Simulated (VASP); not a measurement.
A run of VASP 6.6.1 is set up as follows.

Contents of INCAR:

```
SYSTEM = C
ALGO     = Normal         ! electronic algorithm
EDIFF    = 1E-6           ! SCF threshold, eV
ENCUT    = 520            ! plane-wave cutoff, eV
GGA      = PS             ! functional
ISIF     = 2              ! what is computed and relaxed
ISMEAR   = 0              ! smearing method
LASPH    = .True.         ! aspherical terms in the spheres
LCHARG   = .True.         ! write CHGCAR
LELF     = .True.         ! ELF
LREAL    = .False.        ! projectors in reciprocal space
LVHAR    = .True.       
LWAVE    = .False.        ! write WAVECAR
NBANDS   = 16             ! bands
NELM     = 100            ! most SCF steps
PREC     = Accurate       ! precision mode
SIGMA    = 0.15           ! smearing width, eV
```

File KPOINTS:

```
k-points
0
Gamma
  21 21 6
  0 0 0
```

File POSCAR:

```
C
1.0
    1.2021215719     -1.9733790859      0.0000000000
    1.2021215719      1.9733790859      0.0000000000
    0.0000000000      0.0000000000      6.8382580482
C
4
Direct
    0.0833216498      0.9166783502      0.7498439858
    0.5833216498      0.4166783502      0.2501560142
    0.9166783502      0.0833216498      0.2501560142
    0.4166783502      0.5833216498      0.7498439858
```

Potentials or basis: VASP PAW PBE potentials, release 64 (C).

Run with:

```sh
$ cat potpaw_PBE.64/C/POTCAR > POTCAR
$ mpirun -np 1 vasp_std > vasp.out
```

Question: Predict the largest force.

Answer: 1.580 eV/Å.

Question: Predict the pressure.

Answer: 52.1 GPa.

Stress tensor (GPa, compression positive):
```
 46.42   0.00   0.00
  0.00 108.98   0.00
  0.00   0.00   0.77
```

Caveat: the PAW data sets were made with another functional, which shifts forces and pressure a little; this functional lacks dispersion, which binds the layers, so the pressure and a relaxed spacing across them are unreliable.
